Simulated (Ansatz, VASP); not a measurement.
# Ge in VASP and in Ansatz

The input INCAR:

```
SYSTEM = Ge
PREC = Accurate
ENCUT = 520
EDIFF = 1E-7
ISMEAR = -1
SIGMA = 0.1
LREAL = .FALSE.
LASPH = .TRUE.
NELM = 80
ALGO = Normal
ISIF = 2
LWAVE = .FALSE.
LCHARG = .FALSE.
GGA = PS
NBANDS = 13
```

The input KPOINTS:

```
regular mesh
0
G
  15 15 15
  0 0 0
```

Contents of POSCAR:

```
Ge
1.0
    2.3443948592      0.0000000000      0.0000000000
    0.0000000000      2.3443948592      0.0000000000
    0.0000000000      0.0000000000      2.3443948592
Ge
1
Direct
    0.0000000000      0.0000000000      0.0000000000
```

Input for Ansatz:

```yaml
crystal:
  lattice:
    - [2.3443948592, 0.0, 0.0]
    - [0.0, 2.3443948592, 0.0]
    - [0.0, 0.0, 2.3443948592]
  atoms:
    - { symbol: Ge, position: [0.0, 0.0, 0.0] }
kpoints:
  mp_grid: { grid: [15, 15, 15] }
scf:
  occupations: { method: fermi_dirac, width: 0.1 }
hamiltonian:
  xc: pbesol
  pseudopotentials: { kind: paw }
output:
  forces: true
  stress: true
  eigenvalues: true
  populations: true
```

Change from the starting cell: volume scaled by 0.68, PAW files.

Alike in both runs: task single point; functional PBEsol; k mesh 15 × 15 × 15; occupations fermi-dirac, width 0.1 eV; no spin polarisation.

```csv
,VASP,Ansatz
version,VASP 6.6.1,Ansatz 0.2.0
potentials or method,"VASP PAW PBE potentials, release 64 (Ge_d)","PAW with Ansatz's default frozen-core files, scalar-relativistic"
plane-wave cutoff (eV),520,420
valence electrons in the cell,14,14
```

VASP gave:

```
pressure (GPa) : 74.2
```

Q: Which values does Ansatz return?

A: Pressure (GPa): 74.0.

VASP's potentials were made for PBE, not for PBEsol. Both programs put the cell under a high pressure, so it lies far from rest at this level. The functional is the same, so the differences come from potentials, cutoffs and numerics.

Noted on VASP's run: the cell as given lies far from equilibrium.
